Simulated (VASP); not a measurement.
The system is TlBr.

```
CELL_PARAMETERS angstrom
3.98000 0.00000 0.00000
0.00000 3.98000 0.00000
0.00000 0.00000 3.98000
ATOMIC_POSITIONS crystal
Tl 0.00000 0.00000 0.00000
Br 0.50000 0.50000 0.50000
```

Base run:

| Item | Value |
| --- | --- |
| Program | VASP 6.6.1 |
| Functional | revPBE |
| Potentials or basis | VASP PAW PBE potentials, release 64 (Tl_d, Br) |
| Cutoff | 500 eV |
| k mesh | 4 × 4 × 4 |
| Occupations | gaussian, width 0.01 eV |
| Spin | no spin polarisation |

Its results: band gap on the k mesh 1.97 eV; pressure 2.8 GPa.

Q: The run is repeated on the same cell with these changes: functional from revPBE to BLYP. What comes out?

A: Band gap on the k mesh 1.96 eV; pressure 3.7 GPa.

Caveats: the PAW data sets were made with another functional, which shifts forces and pressure a little; spin-orbit coupling is left out, which moves the levels of the heavy elements; the cell stands under pressure (at least some runs).

A k mesh can miss the band edges.
